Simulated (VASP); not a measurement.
Input of a VASP 6.6.1 run:

The input POSCAR:

```
In
1.0
    3.3354847820      0.0000000000      0.0000000000
   -1.6677423910      2.8886145552      0.0000000000
    0.0000000000      0.0000000000      5.5091429200
In
2
Direct
    0.3333333300      0.6666666700      0.2500000000
    0.6666666700      0.3333333300      0.7500000000
```

The input INCAR.step1:

```
PREC = Accurate
ENCUT = 520
ISMEAR = 0
SIGMA = 0.1
LREAL = False
LASPH = True
NELM = 80
NBANDS = 20
GGA = PE
ALGO = Normal
EDIFF = 1E-4
LWAVE = True
LCHARG = False
```

Contents of INCAR.step2:

```
PREC = Accurate
ENCUT = 520
EDIFF = 1E-7
ISMEAR = 0
SIGMA = 0.1
LREAL = False
LASPH = True
NELM = 80
ALGO = Normal
ISIF = 2
LWAVE = False
LCHARG = False
METAGGA = R2SCAN
LMIXTAU = True
NBANDS = 20
ISTART = 1
```

The input KPOINTS:

```
Automatic mesh
0
Gamma
  6 6 4
```

Potentials or basis: VASP PAW PBE potentials, release 64 (In_d).

Run with:

```sh
$ cat potpaw_PBE.64/In_d/POTCAR > POTCAR
$ cp INCAR.step1 INCAR
$ mpirun -np 1 vasp_std > vasp.out
$ cp INCAR.step2 INCAR
$ mpirun -np 1 vasp_std > vasp.out
```

**Question.** Predict the pressure.

**Answer.** -0.5 GPa.

**Question.** What does it give for the band gap on the k mesh?

**Answer.** Zero (band 13 reaches 10.86 eV, above the bottom of band 14 at 4.54 eV).

Stress tensor (GPa, compression positive):
```
-0.76  0.00  0.00
 0.00 -0.76  0.00
 0.00  0.00  0.10
```

Caveat: the k points lie up to 0.36 Å⁻¹ apart; the PAW data sets were made with another functional, which shifts forces and pressure a little; spin-orbit coupling is left out, which moves the levels of the heavy elements.
